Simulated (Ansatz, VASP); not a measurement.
**SiO2: VASP beside Ansatz**

```
CELL_PARAMETERS angstrom
-4.44203 4.44203 2.59424
4.44203 -4.44203 2.59424
4.44203 4.44203 -2.59424
ATOMIC_POSITIONS crystal
Si 0.82311 0.82311 0.64622
Si 0.17689 0.82311 0.00000
Si 0.82311 0.17689 0.00000
Si 0.17689 0.17689 0.35378
O 0.00000 0.79145 0.79145
O 0.20855 0.00000 0.20855
O 0.79145 0.00000 0.79145
O 0.00000 0.20855 0.20855
O 0.00000 0.00000 0.50000
O 0.50000 0.00000 0.00000
O 0.00000 0.50000 0.00000
O 0.50000 0.50000 0.50000
```

Alike in both runs: task single point; functional PBE; k mesh 6 × 6 × 6; occupations fermi-dirac, width 0.05 eV; no spin polarisation.

|  | VASP | Ansatz |
| --- | --- | --- |
| version | VASP 6.6.1 | Ansatz 0.2.0 |
| potentials or method | VASP PAW PBE potentials, release 64 (Si, O) | Ansatz PAW |
| plane-wave cutoff (eV) | 520 | 420 |
| valence electrons in the cell | 64 | 64 |

Ansatz gave:

```
gap on the k mesh at the Fermi level (eV)                     : 5.51
least direct gap on the mesh (eV)                             : 5.52
pressure (GPa)                                                : 6.9
traceless stress, the component that is largest in VASP (GPa) : 0.20
rms of the force components (eV/Å)                            : 0.115
```

Question: Estimate VASP's values.

Answer: gap on the k mesh at the Fermi level (eV): 5.51; least direct gap on the mesh (eV): 5.52; pressure (GPa): 7.0; traceless stress, the component that is largest in VASP (GPa): 0.19; rms of the force components (eV/Å): 0.111.

Atom by atom the forces differ by 0.011 eV/Å (rms over components). With one functional, cell and mesh, what is left measures potentials, basis and numerics.
